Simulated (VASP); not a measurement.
# Bi (P2/m) in VASP: notebook

Bi is run at these levels: r2SCAN; tasks: single point.

Program: VASP 6.6.1. These are calculated values, not measurements. Logs are shortened: lines on timing, memory, paths and dates and some standing lists are left out, and cuts for length are marked.

## (1) The cell of the first run

The structure is monoclinic, space group P2/m (No. 10). The conventional cell has a = 3.195 Å, b = 3.178 Å, c = 6.357 Å, α = 90.00°, β = 90.72°, γ = 90.00°. Within 4.2 Å of Bi (site symmetry m) lie 6 Bi at 3.18 to 3.20 Å.

## (2) Single point, r2SCAN

Input file POSCAR:

```
Bi
1.0
    3.1946090396      0.0000000000      0.0000000000
    0.0000000000      3.1781022620      0.0000000000
   -0.0793675179      0.0000000000      6.3567985340
Bi
2
Direct
    0.5442472500      0.0000000000      0.7495778900
    0.4557527500      0.0000000000      0.2504221100
```

Input file INCAR.step1:

```
ALGO = Normal
EDIFF = 1E-4
ENCUT = 520
GGA = PE
ISMEAR = -1
LASPH = T
LCHARG = F
LREAL = F
LWAVE = T
NBANDS = 22
NELM = 100
PREC = Accurate
SIGMA = 0.05
```

Input file INCAR.step2:

```
ALGO = Normal
EDIFF = 1E-6
ENCUT = 520
ISIF = 2
ISMEAR = -1
ISTART = 1
LASPH = T
LCHARG = F
LMIXTAU = T
LREAL = F
LWAVE = F
METAGGA = R2SCAN
NBANDS = 22
NELM = 100
PREC = Accurate
SIGMA = 0.05
```

Input file KPOINTS:

```
k-points
0
Gamma
  8 8 4
```

Potentials or basis: VASP PAW PBE potentials, release 64 (Bi_d).

The run is started by

```
> cat potpaw_PBE.64/Bi_d/POTCAR > POTCAR
> cp INCAR.step1 INCAR
> mpirun -np 1 vasp_std > vasp.out
> cp INCAR.step2 INCAR
> mpirun -np 1 vasp_std > vasp.out
```

OUTCAR:

```text
EDIFF = 1E-6
   ENCUT = 520
   ISIF = 2
   ISMEAR = -1
   ISTART = 1
   LASPH = T
   LREAL = F
   METAGGA = R2SCAN
   NELM = 100
   PREC = Accurate

 ion  position               nearest neighbor table
   1  0.544  0.000  0.750-   2 3.18   2 3.20
   2  0.456  0.000  0.250-   1 3.18   1 3.20

  LATTYP: Found a simple monoclinic cell.
 ALAT       =     3.1946090396
 B/A-ratio  =     0.9948329272
 C/A-ratio  =     1.9900068852
 COS(beta)  =    -0.0124844813

  Lattice vectors:

 A1 = (   3.1946090396,   0.0000000000,   0.0000000000)
 A2 = (   0.0000000000,   3.1781022620,   0.0000000000)
 A3 = (  -0.0793675179,   0.0000000000,   6.3567985340)

Analysis of symmetry for initial positions (statically):
=====================================================================
 Subroutine PRICEL returns:
 Original cell was already a primitive cell.

 Routine SETGRP: Setting up the symmetry group for a
 simple monoclinic supercell.

 Subroutine GETGRP returns: Found  4 space group operations
 (whereof  4 operations were pure point group operations)
 out of a pool of  4 trial point group operations.

The static configuration has the point symmetry C_2h.

Analysis of symmetry for dynamics (positions and initial velocities):
=====================================================================
 Subroutine PRICEL returns:
 Original cell was already a primitive cell.

 Routine SETGRP: Setting up the symmetry group for a
 simple monoclinic supercell.

 Subroutine GETGRP returns: Found  4 space group operations
 (whereof  4 operations were pure point group operations)
 out of a pool of  4 trial point group operations.

The dynamic configuration has the point symmetry C_2h.

 Subroutine INISYM returns: Found  4 space group operations
 (whereof  4 operations are pure point group operations),
 and found     1 'primitive' translations

----------------------------------------------------------------------------------------

                                     Primitive cell

  volume of cell :      64.5393

  direct lattice vectors                    reciprocal lattice vectors
     3.194609040  0.000000000  0.000000000     0.313027349  0.000000000  0.003908289
     0.000000000  3.178102262  0.000000000     0.000000000  0.314653185  0.000000000
    -0.079367518  0.000000000  6.356798534     0.000000000  0.000000000  0.157311891

  length of vectors
     3.194609040  3.178102262  6.357293984     0.313051747  0.314653185  0.157311891

  position of ions in fractional coordinates (direct lattice)
     0.544247250  0.000000000  0.749577890
     0.455752750  0.000000000  0.250422110

  ion indices of the primitive-cell ions
   primitive index   ion index
                 1           1
                 2           2

----------------------------------------------------------------------------------------

 KPOINTS: k-points

Automatic generation of k-mesh.
 Grid dimensions read from file:
 generate k-points for:    8    8    4

 Generating k-lattice:

  Cartesian coordinates                     Fractional coordinates (reciprocal lattice)
     0.039128419  0.000000000  0.000488536     0.125000000  0.000000000 -0.000000000
     0.000000000  0.039331648  0.000000000     0.000000000  0.125000000  0.000000000
     0.000000000  0.000000000  0.039327973     0.000000000  0.000000000  0.250000000

  Length of vectors
     0.039131468  0.039331648  0.039327973

  Shift w.r.t. Gamma in fractional coordinates (k-lattice)
     0.000000000  0.000000000  0.000000000

 Subroutine IBZKPT returns following result:
 ===========================================

 Found     90 irreducible k-points:

 Following reciprocal coordinates:
            Coordinates               Weight
  0.000000  0.000000  0.000000      1.000000
  0.125000  0.000000 -0.000000      2.000000
  0.250000  0.000000 -0.000000      2.000000
  0.375000  0.000000 -0.000000      2.000000
  0.500000  0.000000 -0.000000      1.000000
  0.000000  0.125000  0.000000      2.000000
[... 16 lines left out ...]
  0.250000  0.500000 -0.000000      2.000000
  0.375000  0.500000 -0.000000      2.000000
 [... further k-points ...]
   k-points           NKPTS =     90   k-points in BZ     NKDIM =     90   number of bands    NBANDS=     22
   number of dos      NEDOS =    301   number of ions     NIONS =      2
   total plane-waves  NPLWV =  27648
   dimension x,y,z NGX =    24 NGY =   24 NGZ =   48
   dimension x,y,z NGXF=    48 NGYF=   48 NGZF=   96
   ions per type =               2
   NGX,Y,Z   is equivalent  to a cutoff of  12.49, 12.55, 12.55 a.u.
   NGXF,Y,Z  is equivalent  to a cutoff of  24.98, 25.11, 25.10 a.u.
 SYSTEM =  unknown system
   PREC   = accura    normal or accurate (medium, high low for compatibility)
   ISTART =      1    job   : 0-new  1-cont  2-samecut
   ICHARG =      0    charge: 1-file 2-atom 10-const
   ISPIN  =      1    spin polarized calculation?
   LNONCOLLINEAR =      F non collinear calculations
[... 32 lines left out ...]
   IVDW    =     0    specifies the selected vdW correction
   LEPSILON=     F    determine dielectric tensor
   LRPA    =     F    only Hartree local field effects (RPA)
 non-spin polarized calculation
  energy-cutoff  :      520.00
  volume of cell :       64.54
 maximum number of plane-waves:      1772
   NGX = 11   NGY = 11   NGZ = 23

 number of electron      30.0000020 magnetization

 Free energy of the ion-electron system (eV)
  ---------------------------------------------------
  ext. energy  EPLUGINS =         0.00000000
  ---------------------------------------------------
  free energy    TOTEN  =      -116.79650278 eV

  energy without entropy =     -116.78293103  energy(sigma->0) =     -116.78971690

 E-fermi :   7.2337     XC(G=0): -10.7140

 val. band max:        7.2301198824   @ k =  -0.3750   0.2500   0.2500
 cond. band min:       7.2426403941   @ k =   0.1250   0.2500   0.2500
 fundamental gap:      0.0125205117
 Fermi energy:         7.2336765201

 k-point     1 :       0.0000    0.0000    0.0000
  band No.  band energies     occupation
      1     -16.5352      2.00000
      2     -16.5216      2.00000
      3     -16.5134      2.00000
      4     -16.2097      2.00000
      5     -16.2081      2.00000
      6     -16.1918      2.00000
[... 14 lines left out ...]
     21      15.8995      0.00000
     22      17.8539      0.00000

 k-point     2 :       0.1250    0.0000   -0.0000
  band No.  band energies     occupation
      1     -16.5303      2.00000
      2     -16.4780      2.00000
      3     -16.4735      2.00000
      4     -16.2293      2.00000
      5     -16.2079      2.00000
      6     -16.1708      2.00000
[... 14 lines left out ...]
     21      15.9024      0.00000
     22      17.9789      0.00000

 k-point     3 :       0.2500    0.0000   -0.0000
  band No.  band energies     occupation
      1     -16.5232      2.00000
      2     -16.4103      2.00000
      3     -16.3533      2.00000
      4     -16.2807      2.00000
      5     -16.2036      2.00000
      6     -16.1659      2.00000
[... 14 lines left out ...]
     21      16.3910      0.00000
     22      18.9675      0.00000

 k-point     4 :       0.3750    0.0000   -0.0000
  band No.  band energies     occupation
      1     -16.5163      2.00000
      2     -16.3667      2.00000
      3     -16.3314      2.00000
      4     -16.2332      2.00000
      5     -16.2035      2.00000
      6     -16.1994      2.00000
[... 14 lines left out ...]
     21      17.2244      0.00000
     22      19.6330      0.00000

 k-point     5 :       0.5000    0.0000   -0.0000
  band No.  band energies     occupation
      1     -16.5135      2.00000
      2     -16.3543      2.00000
      3     -16.3517      2.00000
      4     -16.2196      2.00000
      5     -16.2069      2.00000
      6     -16.1981      2.00000
[... 417 lines left out ...]
 k-point    22 :       0.1250    0.5000   -0.0000
  band No.  band energies     occupation
      1     -16.4669      2.00000
      2     -16.3560      2.00000
      3     -16.2883      2.00000
      4     -16.2342      2.00000
      5     -16.2227      2.00000
      6     -16.2157      2.00000
[... 14 lines left out ...]
     21      18.0253      0.00000
     22      18.2961      0.00000

 k-point    23 :       0.2500    0.5000   -0.0000
  band No.  band energies     occupation
      1     -16.3985      2.00000
      2     -16.3494      2.00000
      3     -16.2851      2.00000
      4     -16.2710      2.00000
      5     -16.2651      2.00000
      6     -16.2097      2.00000
[... 14 lines left out ...]
     21      15.6902      0.00000
     22      15.9738      0.00000

 k-point    24 :       0.3750    0.5000   -0.0000
  band No.  band energies     occupation
      1     -16.3538      2.00000
      2     -16.3428      2.00000
      3     -16.3352      2.00000
      4     -16.3188      2.00000
      5     -16.3135      2.00000
      6     -16.2057      2.00000
[... 14 lines left out ...]
     21      13.7730      0.00000
     22      15.3996      0.00000

 [... further k-points ...]

------------------------ aborting loop because EDIFF is reached ----------------------------------------

  FORCE on cell =-STRESS in cart. coord.  units (eV):
  Direction    XX          YY          ZZ          XY          YZ          ZX
  --------------------------------------------------------------------------------------
  -------------------------------------------------------------------------------------
  Total        1.3821631      1.7253291      1.2597347      0.0000000      0.0000000     -0.0686072
  in kB       34.3119847     42.8310291     31.2727184      0.0000000      0.0000000     -1.7031637
  external PRESSURE =      36.1385774 kB  Pullay stress =       0.0000000 kB

 VOLUME and BASIS-vectors are now :
 -----------------------------------------------------------------------------
  energy-cutoff  :      520.00
  volume of cell :       64.54
      direct lattice vectors                 reciprocal lattice vectors
     3.194609040  0.000000000  0.000000000     0.313027349  0.000000000  0.003908289
     0.000000000  3.178102262  0.000000000     0.000000000  0.314653185  0.000000000
    -0.079367518  0.000000000  6.356798534     0.000000000  0.000000000  0.157311891

 POSITION                                       TOTAL-FORCE (eV/Angst)
 -----------------------------------------------------------------------------------
      1.67917      0.00000      4.76492         0.003678      0.000000     -0.019157
      1.43608      0.00000      1.59188        -0.003678      0.000000      0.019157
 -----------------------------------------------------------------------------------
    total drift:                                0.000000     -0.000000      0.000000

  FREE ENERGIE OF THE ION-ELECTRON SYSTEM (eV)
  ---------------------------------------------------
  free  energy   TOTEN  =      -116.7965027753 eV

  energy  without entropy=     -116.7829310343  energy(sigma->0) =     -116.78971690
```

It took 1.7 min on 1 thread of Intel Xeon 6975P-C (Granite Rapids), shared host; peak memory 0.23 GiB.

What came out:

```
Free energy            : -116.7965 eV
Pressure               : 3.6 GPa
Largest force          : 0.020 eV/Å
Band gap on the k mesh : zero (band 15 reaches 11.48 eV, above the bottom of band 16 at 4.50 eV)
```

Forces in eV/Å, atoms in the order of the input:
```
Bi   0.004  0.000 -0.019
Bi  -0.004  0.000  0.019
```

Levels at points of the mesh, in eV from the Fermi level:
```tsv
k point	band 12	band 13	band 14	band 15	band 16	band 17	band 18	band 19
(0.00, 0.00, 0.00)	-11.88	-5.57	3.48	3.53	3.55	5.29	5.74	7.52
(0.50, 0.00, 0.00)	-9.71	-5.52	-3.62	-3.47	2.63	5.73	6.01	8.00
(0.00, 0.50, 0.00)	-9.59	-5.58	-3.55	-3.53	2.99	5.69	5.74	7.66
(0.50, 0.50, 0.00)	-7.33	-3.56	-3.48	-1.69	-1.65	-1.51	3.02	5.38
(0.00, 0.00, 0.50)	-13.25	-1.97	-1.93	4.25	4.35	4.46	4.48	8.51
(0.50, 0.00, 0.50)	-11.04	-4.79	-4.76	0.19	0.30	5.81	5.87	6.68
(0.00, 0.50, 0.50)	-11.00	-4.75	-4.74	0.23	0.28	5.86	5.87	6.52
(0.50, 0.50, 0.50)	-8.74	-2.78	-2.76	-2.74	-2.73	2.39	2.51	3.75
```

Caveat: the PAW data sets were made with another functional, which shifts forces and pressure a little; spin-orbit coupling is left out, which moves the levels of the heavy elements.

## (3) Single point, r2SCAN

This run uses another cell than the first one, of 32.94 Å³/atom, 1.021 times its volume.

Input file POSCAR:

```
Bi
1.0
    3.2166415224      0.0000000000      0.0000000000
    0.0000000000      3.2000209013      0.0000000000
   -0.0799148974      0.0000000000      6.4006399093
Bi
2
Direct
    0.5442472500      0.0000000000      0.7495778900
    0.4557527500      0.0000000000      0.2504221100
```

Input file INCAR.step1:

```
SYSTEM = Bi
PREC = Accurate
ENCUT = 520
ISMEAR = -1
SIGMA = 0.05
LREAL = .False.
LASPH = .True.
NELM = 80
NBANDS = 22
GGA = PE
ALGO = Normal
EDIFF = 1E-4
LWAVE = .True.
LCHARG = .False.
```

Input file INCAR.step2:

```
SYSTEM = Bi
PREC = Accurate
ENCUT = 520
EDIFF = 1E-6
ISMEAR = -1
SIGMA = 0.05
LREAL = .False.
LASPH = .True.
NELM = 80
ALGO = Normal
ISIF = 2
LWAVE = .False.
LCHARG = .False.
METAGGA = R2SCAN
LMIXTAU = .True.
NBANDS = 22
ISTART = 1
```

Input file KPOINTS:

```
Automatic mesh
0
Gamma
  8 8 4
  0 0 0
```

Potentials or basis: VASP PAW PBE potentials, release 64 (Bi_d).

The run is started by

```
> cat potpaw_PBE.64/Bi_d/POTCAR > POTCAR
> cp INCAR.step1 INCAR
> mpirun -np 1 vasp_std > vasp.out
> cp INCAR.step2 INCAR
> mpirun -np 1 vasp_std > vasp.out
```

It took 99 s on 1 thread of Intel Xeon 6975P-C (Granite Rapids), shared host; peak memory 0.23 GiB.

The run converged. Its results:

| Quantity | Value |
| --- | --- |
| Free energy | -116.8219 eV |
| Pressure | 2.3 GPa |
| Largest force | 0.022 eV/Å |
| Band gap on the k mesh | zero (band 15 reaches 11.15 eV, above the bottom of band 16 at 4.32 eV) |

Forces in eV/Å, atoms in the order of the input:
```
Bi  -0.002  0.000 -0.022
Bi   0.002  0.000  0.022
```

Stress tensor (GPa, compression positive):
```
 2.09  0.00 -0.14
 0.00  2.91  0.00
-0.14  0.00  1.81
```

Levels at points of the mesh, in eV from the Fermi level:
| k point | band 11 | band 12 | band 13 | band 14 | band 15 | band 16 | band 17 | band 18 | band 19 | band 20 |
| --- | --- | --- | --- | --- | --- | --- | --- | --- | --- | --- |
| (0.00, 0.00, 0.00) | -13.97 | -11.80 | -5.43 | 3.43 | 3.48 | 3.50 | 5.19 | 5.62 | 7.40 | 8.44 |
| (0.50, 0.00, 0.00) | -11.82 | -9.71 | -5.39 | -3.52 | -3.38 | 2.67 | 5.61 | 5.91 | 7.79 | 10.57 |
| (0.00, 0.50, 0.00) | -11.78 | -9.60 | -5.44 | -3.46 | -3.43 | 3.04 | 5.56 | 5.61 | 7.47 | 10.50 |
| (0.50, 0.50, 0.00) | -9.62 | -7.42 | -3.47 | -3.39 | -1.65 | -1.61 | -1.47 | 3.08 | 5.36 | 5.72 |
| (0.00, 0.00, 0.50) | -13.15 | -13.12 | -1.92 | -1.88 | 4.18 | 4.28 | 4.38 | 4.40 | 8.41 | 8.48 |
| (0.50, 0.00, 0.50) | -11.03 | -10.99 | -4.67 | -4.64 | 0.19 | 0.29 | 5.82 | 5.88 | 6.52 | 6.56 |
| (0.00, 0.50, 0.50) | -10.97 | -10.94 | -4.63 | -4.61 | 0.22 | 0.26 | 5.88 | 5.88 | 6.37 | 6.47 |
| (0.50, 0.50, 0.50) | -8.82 | -8.77 | -2.71 | -2.68 | -2.67 | -2.66 | 2.31 | 2.43 | 3.80 | 3.83 |

Caveat: the PAW data sets were made with another functional, which shifts forces and pressure a little; spin-orbit coupling is left out, which moves the levels of the heavy elements.

## (4) Single point, r2SCAN

This run uses another cell than the first one, of 33.61 Å³/atom, 1.042 times its volume.

Input file POSCAR:

```
Bi
1.0
    3.2383762460      0.0000000000      0.0000000000
    0.0000000000      3.2216433200      0.0000000000
   -0.0804548793      0.0000000000      6.4438887882
Bi
2
Direct
    0.5442472500      0.0000000000      0.7495778900
    0.4557527500      0.0000000000      0.2504221100
```

Input file INCAR.step1:

```
SYSTEM = Bi
PREC = Accurate
ENCUT = 520
ISMEAR = -1
SIGMA = 0.05
LREAL = .FALSE.
LASPH = .TRUE.
NELM = 60
NBANDS = 22
GGA = PE
ALGO = Normal
EDIFF = 1E-4
LWAVE = .TRUE.
LCHARG = .FALSE.
```

Input file INCAR.step2:

```
SYSTEM = Bi
PREC = Accurate
ENCUT = 520
EDIFF = 1E-6
ISMEAR = -1
SIGMA = 0.05
LREAL = .FALSE.
LASPH = .TRUE.
NELM = 60
ALGO = Normal
ISIF = 2
LWAVE = .FALSE.
LCHARG = .FALSE.
METAGGA = R2SCAN
LMIXTAU = .TRUE.
NBANDS = 22
ISTART = 1
```

Input file KPOINTS:

```
regular mesh
0
G
  8 8 4
  0 0 0
```

The run is started by

```
> cat potpaw_PBE.64/Bi_d/POTCAR > POTCAR
> cp INCAR.step1 INCAR
> mpirun -np 1 vasp_std > vasp.out
> cp INCAR.step2 INCAR
> mpirun -np 1 vasp_std > vasp.out
```

Run time: 97 s. Hardware: 1 thread of Intel Xeon 6975P-C (Granite Rapids), shared host; peak memory 0.23 GiB.

It converged, with:

```yaml
Free_energy: -116.8365 eV
Pressure: 1.1 GPa
Largest_force: 0.025 eV/Å
Band_gap_on_the_k_mesh: zero (band 15 reaches 10.83 eV, above the bottom of band 16 at 4.13 eV)
```

Forces on the atoms (eV/Å):
```
Bi  -0.007  0.000 -0.025
Bi   0.007  0.000  0.025
```

Stress tensor (GPa, compression positive):
```
 0.90  0.00 -0.12
 0.00  1.68  0.00
-0.12  0.00  0.63
```

Levels at points of the mesh, in eV from the Fermi level:
```
           k point  band 12  band 13  band 14  band 15  band 16  band 17  band 18  band 19
(0.00, 0.00, 0.00)   -11.73    -5.29     3.38     3.43     3.45     5.09     5.50     7.28
(0.50, 0.00, 0.00)    -9.71    -5.25    -3.43    -3.29     2.71     5.49     5.80     7.59
(0.00, 0.50, 0.00)    -9.61    -5.31    -3.37    -3.35     3.09     5.44     5.50     7.28
(0.50, 0.50, 0.00)    -7.52    -3.38    -3.30    -1.60    -1.57    -1.43     3.13     5.34
(0.00, 0.00, 0.50)   -13.00    -1.88    -1.83     4.11     4.21     4.31     4.33     8.31
(0.50, 0.00, 0.50)   -10.94    -4.55    -4.52     0.18     0.28     5.83     5.88     6.37
(0.00, 0.50, 0.50)   -10.89    -4.51    -4.50     0.21     0.25     5.88     5.89     6.22
(0.50, 0.50, 0.50)    -8.80    -2.64    -2.62    -2.60    -2.59     2.23     2.35     3.84
```

Caveat: the PAW data sets were made with another functional, which shifts forces and pressure a little; spin-orbit coupling is left out, which moves the levels of the heavy elements.

## (5) Overview

```tsv
cell	gap on the mesh (eV)	pressure (GPa)	largest force (eV/Å)
a = 3.195, b = 3.178, c = 6.357 Å, angles 90.0, 90.7, 90.0°, 2 atoms	none	3.6	0.02
a = 3.217, b = 3.200, c = 6.401 Å, angles 90.0, 90.7, 90.0°, 2 atoms	none	2.3	0.02
a = 3.238, b = 3.222, c = 6.444 Å, angles 90.0, 90.7, 90.0°, 2 atoms	none	1.1	0.03
```

Alike in all rows: task single point; level r2SCAN; potentials or basis VASP PAW PBE potentials, release 64 (Bi_d); no spin polarisation; k mesh 8 × 8 × 4; cutoff (eV) 520; smearing fermi-dirac 0.05 eV.

Caveats: the PAW data sets were made with another functional, which shifts forces and pressure a little; spin-orbit coupling is left out, which moves the levels of the heavy elements.

Total energies depend on the potentials used, so only differences within one code and one set of settings carry meaning.
